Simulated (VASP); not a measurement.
Set up this calculation in VASP 6.6.1, as the native input.

```yaml
Task: single point
Functional: BLYP
Dispersion: D4
Potentials_or_basis: VASP PAW PBE potentials, release 64 (Os)
Cutoff: 520 eV
k_mesh: 11 × 11 × 6
Occupations: fermi-dirac, width 0.05 eV
Spin: no spin polarisation
Dipole_correction: no
Further_INCAR_settings: ALGO = Normal; EDIFF = 1e-06; NBANDS = 15
```

The structure of Os lies in POSCAR:

```
Os
1.0
    2.6971481730      0.0000000000      0.0000000000
   -1.3485740865      2.3357988356      0.0000000000
    0.0000000000      0.0000000000      4.2613185190
Os
2
Direct
    0.6666666667      0.3333333333      0.7500000000
    0.3333333333      0.6666666667      0.2500000000
```

The input as run:

INCAR

```
SYSTEM = Os
PREC = Accurate
ENCUT = 520
EDIFF = 1E-6
ISMEAR = -1
SIGMA = 0.05
LREAL = .False.
LASPH = .True.
NELM = 60
ALGO = Normal
ISIF = 2
LWAVE = .False.
LCHARG = .False.
GGA = B5
ALDAX = 1.0
AGGAX = 1.0
AGGAC = 1.0
ALDAC = 0.0
IVDW = 13
VDW_S6 = 1.0
VDW_S8 = 2.34076671
VDW_A1 = 0.44488865
VDW_A2 = 4.0933009
NBANDS = 15
```

KPOINTS

```
regular mesh
0
Gamma
  11 11 6
  0 0 0
```

Potentials or basis: VASP PAW PBE potentials, release 64 (Os).

Launch:

```console
$ cat potpaw_PBE.64/Os/POTCAR > POTCAR
$ mpirun -np 1 vasp_std > vasp.out
```

It gave:

```
Pressure                   : 35.3 GPa
Band gap on the k mesh     : zero (band 8 reaches 12.95 eV, above the bottom of band 9 at 8.79 eV)
Dispersion energy per atom : -1.392 eV
```

Caveat: the PAW data sets were made with another functional, which shifts forces and pressure a little; spin-orbit coupling is left out, which moves the levels of the heavy elements; pairwise dispersion overbinds metals, which lowers pressure and volume.

It took 20 s on 1 thread of Intel(R) Xeon(R) Platinum 8375C CPU @ 2.90GHz (Ice Lake) (shared host), peak memory 0.15 GiB.
